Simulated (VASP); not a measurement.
# SiC (P6_3mc) in VASP: G0W0 quasiparticle levels with PBE

Aim: the G0W0 quasiparticle levels of SiC with PBE.

All numbers are computed with VASP 6.6.1; they aren't measurements. Logs are shortened: lines on timing, memory, paths and dates and some standing lists are left out, and cuts for length are marked.

### Step 1. The cell of the first run

Symmetry: P6_3mc, No. 186, hexagonal system. Conventional cell: a = 3.075 Å, b = 3.075 Å, c = 5.048 Å, α = 90.00°, β = 90.00°, γ = 120.00°. Si (site symmetry 3m) has 4 C at 1.88 to 1.90 Å within 2.5 Å. C (site symmetry 3m) has 4 Si at 1.88 to 1.90 Å within 2.5 Å.

### Step 2. G0W0 quasiparticle levels, PBE

Input file POSCAR:

```
SiC
1.0
    3.0753562392      0.0000000000      0.0000000000
   -1.5376781196      2.6633366288      0.0000000000
    0.0000000000      0.0000000000      5.0481080910
Si C
2 2
Direct
    0.3333333333      0.6666666667     -0.0004083989
    0.6666666667      0.3333333333      0.4995916011
    0.3333333333      0.6666666667      0.3754083989
    0.6666666667      0.3333333333      0.8754083989
```

Input file INCAR.step1:

```
SYSTEM = SiC
PREC = Accurate
ENCUT = 500
EDIFF = 1E-8
ISMEAR = 0
SIGMA = 0.01
LREAL = .False.
LASPH = .True.
NELM = 100
ALGO = Normal
LWAVE = .True.
LCHARG = .False.
GGA = PE
```

Input file INCAR.step2:

```
SYSTEM = SiC
PREC = Accurate
ENCUT = 500
EDIFF = 1E-8
ISMEAR = 0
SIGMA = 0.01
LREAL = .False.
LASPH = .True.
NELM = 1
ALGO = Exact
LWAVE = .True.
LCHARG = .False.
GGA = PE
NBANDS = 180
LOPTICS = .True.
ISTART = 1
```

Input file INCAR.step3:

```
SYSTEM = SiC
PREC = Accurate
ENCUT = 500
EDIFF = 1E-8
ISMEAR = 0
SIGMA = 0.01
LREAL = .False.
LASPH = .True.
ALGO = EVGW0
LWAVE = .False.
LCHARG = .False.
GGA = PE
NELMGW = 1
NBANDS = 180
ENCUTGW = 150.0
NOMEGA = 96
PRECFOCK = Fast
ISTART = 1
NBANDSGW = 16
OMEGAMAX = 20
```

Input file KPOINTS:

```
regular mesh
0
Gamma
  6 6 4
  0 0 0
```

Potentials or basis: VASP PAW PBE potentials, release 64 (Si_GW, C_GW).

On the command line:

```sh
cat potpaw_PBE.64/Si_GW/POTCAR potpaw_PBE.64/C_GW/POTCAR > POTCAR
cp INCAR.step1 INCAR
mpirun -np 1 vasp_std > vasp.out
cp INCAR.step2 INCAR
mpirun -np 1 vasp_std > vasp.out
cp INCAR.step3 INCAR
mpirun -np 1 vasp_std > vasp.out
```

OUTCAR:

```text
SYSTEM = SiC
   PREC = Accurate
   ENCUT = 500
   EDIFF = 1E-8
   ISMEAR = 0
   LREAL = .False.
   LASPH = .True.
   GGA = PE
   NELMGW = 1
   ENCUTGW = 150.0
   PRECFOCK = Fast
   ISTART = 1

 ion  position               nearest neighbor table
   1  0.333  0.667  1.000-   4 1.88   4 1.88   4 1.88   3 1.90   2 3.09   2 3.09   2 3.09   2 3.09
                             2 3.09   2 3.09
   2  0.667  0.333  0.500-   3 1.88   3 1.88   3 1.88   4 1.90   1 3.09   1 3.09   1 3.09   1 3.09
                             1 3.09   1 3.09
   3  0.333  0.667  0.375-   2 1.88   2 1.88   2 1.88   1 1.90
   4  0.667  0.333  0.875-   1 1.88   1 1.88   1 1.88   2 1.90

  LATTYP: Found a hexagonal cell.
 ALAT       =     3.0753562392
 C/A-ratio  =     1.6414710031

  Lattice vectors:

 A1 = (   3.0753562392,   0.0000000000,   0.0000000000)
 A2 = (  -1.5376781196,   2.6633366288,   0.0000000000)
 A3 = (   0.0000000000,   0.0000000000,   5.0481080910)

Analysis of symmetry for initial positions (statically):
=====================================================================
 Subroutine PRICEL returns:
 Original cell was already a primitive cell.

 Routine SETGRP: Setting up the symmetry group for a
 hexagonal supercell.

 Subroutine GETGRP returns: Found 12 space group operations
 (whereof  6 operations were pure point group operations)
 out of a pool of 24 trial point group operations.

The static configuration has the point symmetry C_3v.
 The point group associated with its full space group is C_6v.

Analysis of symmetry for dynamics (positions and initial velocities):
=====================================================================
 Subroutine PRICEL returns:
 Original cell was already a primitive cell.

 Routine SETGRP: Setting up the symmetry group for a
 hexagonal supercell.

 Subroutine GETGRP returns: Found 12 space group operations
 (whereof  6 operations were pure point group operations)
 out of a pool of 24 trial point group operations.

The dynamic configuration has the point symmetry C_3v.
 The point group associated with its full space group is C_6v.

 Subroutine INISYM returns: Found 12 space group operations
 (whereof  6 operations are pure point group operations),
 and found     1 'primitive' translations

----------------------------------------------------------------------------------------

                                     Primitive cell

  volume of cell :      41.3476

  direct lattice vectors                    reciprocal lattice vectors
     3.075356239  0.000000000  0.000000000     0.325165582  0.187734436  0.000000000
    -1.537678120  2.663336629  0.000000000     0.000000000  0.375468872  0.000000000
     0.000000000  0.000000000  5.048108091     0.000000000  0.000000000  0.198094015

  length of vectors
     3.075356239  3.075356239  5.048108091     0.375468872  0.375468872  0.198094015

  position of ions in fractional coordinates (direct lattice)
     0.333333333  0.666666667  0.999591601
     0.666666667  0.333333333  0.499591601
     0.333333333  0.666666667  0.375408399
     0.666666667  0.333333333  0.875408399

  ion indices of the primitive-cell ions
   primitive index   ion index
                 1           1
                 2           2
                 3           3
                 4           4

----------------------------------------------------------------------------------------

 KPOINTS: regular mesh

Automatic generation of k-mesh.
 Grid dimensions read from file:
 generate k-points for:    6    6    4

 Generating k-lattice:

  Cartesian coordinates                     Fractional coordinates (reciprocal lattice)
     0.054194264  0.031289073  0.000000000     0.166666667  0.000000000  0.000000000
     0.000000000  0.062578145  0.000000000     0.000000000  0.166666667  0.000000000
     0.000000000  0.000000000  0.049523504     0.000000000  0.000000000  0.250000000

  Length of vectors
     0.062578145  0.062578145  0.049523504

  Shift w.r.t. Gamma in fractional coordinates (k-lattice)
     0.000000000  0.000000000  0.000000000

 Subroutine IBZKPT returns following result:
 ===========================================

 Found     21 irreducible k-points:

 Following reciprocal coordinates:
            Coordinates               Weight
  0.000000  0.000000  0.000000      1.000000
  0.166667 -0.000000  0.000000      6.000000
  0.333333  0.000000  0.000000      6.000000
  0.500000  0.000000  0.000000      3.000000
  0.166667  0.166667  0.000000      6.000000
  0.333333  0.166667  0.000000     12.000000
[... 13 lines left out ...]
  0.333333  0.166667  0.500000     12.000000
  0.333333  0.333333  0.500000      2.000000
   k-points           NKPTS =     21   k-points in BZ     NKDIM =    144   number of bands    NBANDS=    180
   number of dos      NEDOS =    301   number of ions     NIONS =      4
   total plane-waves  NPLWV =  23040
   dimension x,y,z NGX =    24 NGY =   24 NGZ =   40
   dimension x,y,z NGXF=    48 NGYF=   48 NGZF=   80
   ions per type =               2   2
   NGX,Y,Z   is equivalent  to a cutoff of  12.97, 12.97, 13.17 a.u.
   NGXF,Y,Z  is equivalent  to a cutoff of  25.95, 25.95, 26.35 a.u.
 SYSTEM =  SiC
   PREC   = accura    normal or accurate (medium, high low for compatibility)
   ISTART =      1    job   : 0-new  1-cont  2-samecut
   ICHARG =      0    charge: 1-file 2-atom 10-const
   ISPIN  =      1    spin polarized calculation?
   LNONCOLLINEAR =      F non collinear calculations
   LSORBIT =      F    spin-orbit coupling
   LASPH  =      T    aspherical Exc in radial PAW
   ENCUT  =  500.0 eV  36.75 Ry    6.06 a.u.   5.61  5.61  9.20*2*pi/ulx,y,z
   NELM   =     60;   NELMIN=  2; NELMDL=  0     # of ELM steps
   EDIFF  = 0.1E-07   stopping-criterion for ELM
   LREAL  =      F    real-space projection
   EDIFFG = 0.1E-06   stopping-criterion for IOM
   NSW    =      0    number of steps for IOM
   IBRION =     -1    ionic relax: 0-MD 1-quasi-New 2-CG
   NFREE  =      0    steps in history (QN), initial steepest desc. (CG)
   ISIF   =      0    stress and relaxation
   ISYM   =      3    0-nonsym 1-usesym 2-fastsym
   POTIM  = 0.5000    time-step for ionic-motion
   TEBEG  =    0.0;   TEEND  =   0.0 temperature during run
   PSTRESS=    0.0 pullay stress
   NELECT =      16.0000    total number of electrons
   NUPDOWN=      -1.0000    fix difference up-down
   EMIN   =  10.00;   EMAX   =-10.00  energy-range for DOS
   EFERMI =   0.00;   METHOD = LEGACY
   ISMEAR =     0;   SIGMA  =   0.01  broadening in eV -4-tet -1-fermi 0-gaus
   EFERMI_NEDOS =   21; number of points for ismear=-14 and -15
   IALGO  =     38    algorithm
   IMIX   =      4    mixing-type and parameters
     AMIX     =   0.40;   BMIX     =  1.00
     AMIX_MAG =   1.60;   BMIX_MAG =  1.00
  volume/ion in A,a.u.               =      10.34        69.76
  Fermi-wavevector in a.u.,A,eV,Ry     =   1.192975  2.254396 19.363676  1.423190
  Thomas-Fermi vector in A             =   2.329001
   LORBIT       =      0    0 simple, 1 ext, 2 COOP (PROOUT), +10 PAW based schemes
   GGA     = PE    functional components
   LHFCALC =     T    Hartree Fock is set to
   PRECFOCK=fast      Normal, Fast or Accurate (Low or Medium for compatibility)
   ENCUT4O =  -1.0   cutoff for four orbital integrals eV
   NKREDX  =     1    reduce k-point grid by
   NKREDY  =     1    reduce k-point grid by
   NKREDZ  =     1    reduce k-point grid by
   AEXX    =    1.0000 exact exchange contribution
   HFSCREEN=    0.0000 screening length (either q_TF or 0.3 A-1)
   HFSCREENC=   0.0000 screening length for correlation (either q_TF or 0.3 A-1)
   ENCUTFOCK=  -1.0 apply spherical cutoff to Coloumb kernel
   IVDW    =     0    specifies the selected vdW correction
   LEPSILON=     F    determine dielectric tensor
   LRPA    =     F    only Hartree local field effects (RPA)
   LRPAFORCE           =     F    calculate RPA forces
   ENCUTGW             = 150.0    cutoff for response function in eV
   ENCUTGWSOFT         = 120.0    soft cutoff for Coulomb kernel in GW response function in eV
   ENCUTLF             =  -1.0    cutoff for local field effects
   NELMGW              =     1    number of iterations in solving QP/BSE equation
   NELMHF              =     1    number of iterations in the inner HF iteration
   NKREDLFX            =     1    NKREDLFY  =   1   NKREDLFZ  =   1
 non-spin polarized calculation
 Gauss-broadening in eV      SIGMA  =   0.01
  energy-cutoff  :      500.00
  volume of cell :       41.35
 maximum number of plane-waves:      1099
 NGX is ok and might be reduce to    24
  NGX = 14; NGY = 14; NGZ = 24
   NGX = 11   NGY = 11   NGZ = 19
 maximum number of plane-waves:       186
 NGX is ok and might be reduce to    14

 QP shifts <psi_nk| G(iteration)W_0 |psi_nk>: iteration 1
 for sc-GW calculations column KS-energies equals QP-energies in previous step
 and V_xc(KS)=  KS-energies - (<T + V_ion + V_H > + <T+V_H+V_ion>^1  + <V_x>^1)

 k-point   1 :       0.0000    0.0000    0.0000
  band No.  KS-energies  QP-energies   sigma(KS)   V_xc(KS)     V^pw_x(r,r')   Z            occupation Imag(sigma)

      1      -7.6490      -8.6592     -14.1861     -12.7527     -21.7213       0.7047       2.0000       1.2807
      2      -4.0830      -5.0137     -15.0490     -13.7858     -21.7064       0.7368       2.0000       0.8427
      3      -0.7782      -1.6891     -13.2872     -12.0437     -17.9053       0.7325       2.0000       0.3184
      4       6.6114       5.9191     -15.2596     -14.3750     -17.4579       0.7825       2.0000       0.0320
      5       6.6114       5.9191     -15.2596     -14.3750     -17.4579       0.7825       2.0000       0.0320
      6       7.8160       7.2479     -15.5275     -14.8073     -17.3237       0.7888       2.0000       0.0269
[... 8 lines left out ...]
     15      16.8796      17.5024     -10.9632     -11.7615      -5.4040       0.7801       0.0000      -0.0945
     16      19.2681      19.8985     -12.2298     -13.0744      -5.5829       0.7464       0.0000      -0.2357

 k-point   2 :       0.1667   -0.0000    0.0000
  band No.  KS-energies  QP-energies   sigma(KS)   V_xc(KS)     V^pw_x(r,r')   Z            occupation Imag(sigma)

      1      -7.1699      -8.1683     -14.2277     -12.8207     -21.6287       0.7096       2.0000       1.2176
      2      -3.6802      -4.5949     -15.1419     -13.8947     -21.6862       0.7334       2.0000       0.7777
      3      -0.3422      -1.2469     -13.3718     -12.1433     -17.8221       0.7364       2.0000       0.2805
      4       4.4364       3.6291     -14.4935     -13.4406     -17.2190       0.7667       2.0000       0.0492
      5       5.9225       5.1807     -14.9513     -13.9985     -17.3025       0.7786       2.0000       0.0354
      6       6.3506       5.6629     -15.3008     -14.4172     -17.5621       0.7783       2.0000       0.0347
[... 8 lines left out ...]
     15      17.4895      17.9933     -10.6928     -11.3326      -5.2387       0.7873       0.0000      -0.1011
     16      17.8371      18.4198     -10.9254     -11.6757      -5.1362       0.7767       0.0000      -0.1322

 k-point   3 :       0.3333    0.0000    0.0000
  band No.  KS-energies  QP-energies   sigma(KS)   V_xc(KS)     V^pw_x(r,r')   Z            occupation Imag(sigma)

      1      -5.8007      -6.7792     -14.4095     -13.0722     -21.4278       0.7317       2.0000       1.0440
      2      -2.7237      -3.6043     -15.5119     -14.2990     -21.8339       0.7260       2.0000       0.6398
      3       0.4826      -0.3907     -13.7804     -12.5907     -17.9701       0.7341       2.0000       0.2148
      4       1.7047       0.8157     -13.5123     -12.3129     -17.1088       0.7412       2.0000       0.1215
      5       3.5544       2.7215     -14.8754     -13.7669     -18.1280       0.7514       2.0000       0.0716
      6       4.9757       4.1697     -14.7025     -13.6581     -17.3255       0.7717       2.0000       0.0428
[... 334 lines left out ...]
      1      -3.6234      -4.5231     -14.9969     -13.7603     -21.4745       0.7276       2.0000       0.7467
      2      -3.6234      -4.5231     -14.9969     -13.7603     -21.4745       0.7276       2.0000       0.7467
      3       0.4272      -0.4546     -13.9516     -12.7466     -18.2503       0.7317       2.0000       0.2183
      4       0.4272      -0.4546     -13.9516     -12.7466     -18.2503       0.7317       2.0000       0.2183
      5       3.8279       2.9854     -14.0500     -12.9461     -16.8796       0.7632       2.0000       0.0566
      6       3.8279       2.9854     -14.0500     -12.9461     -16.8796       0.7632       2.0000       0.0566
[... 8 lines left out ...]
     15      19.6295      20.3068     -11.8367     -12.7301      -5.4253       0.7581       0.0000      -0.2031
     16      19.6295      20.3068     -11.8367     -12.7301      -5.4253       0.7581       0.0000      -0.2031

 k-point  21 :       0.3333    0.3333    0.5000
  band No.  KS-energies  QP-energies   sigma(KS)   V_xc(KS)     V^pw_x(r,r')   Z            occupation Imag(sigma)

      1      -2.8545      -3.7342     -15.5002     -14.2904     -21.8711       0.7272       2.0000       0.6593
      2      -2.8545      -3.7342     -15.5002     -14.2904     -21.8711       0.7272       2.0000       0.6593
      3       0.1739      -0.7058     -13.7554     -12.5540     -18.0612       0.7322       2.0000       0.2337
      4       0.1739      -0.7058     -13.7554     -12.5540     -18.0612       0.7322       2.0000       0.2337
      5       2.2839       1.3876     -13.4264     -12.2298     -16.7259       0.7491       2.0000       0.0938
      6       2.2839       1.3876     -13.4264     -12.2298     -16.7259       0.7491       2.0000       0.0938
[... 8 lines left out ...]
     15      19.5790      20.0558     -10.5361     -11.1423      -4.7655       0.7864       0.0000      -0.1689
     16      19.5790      20.0558     -10.5361     -11.1423      -4.7655       0.7864       0.0000      -0.1689
```

It took 17 min on 1 thread of AMD EPYC 9R45 (Zen 5), shared host; peak memory 0.82 GiB.

Results:

```yaml
Quasiparticle_gap: 3.04 eV
Least_direct_quasiparticle_gap: 4.95 eV
Band_gap_of_the_starting_levels_on_the_mesh: 2.27 eV
Least_direct_gap_of_the_starting_levels_on_the_mesh: 3.97 eV
```

Caveat: the k points lie up to 0.39 Å⁻¹ apart; bands, screening cutoff and mesh are small and nothing is extrapolated, so the quasiparticle values aren't converged.
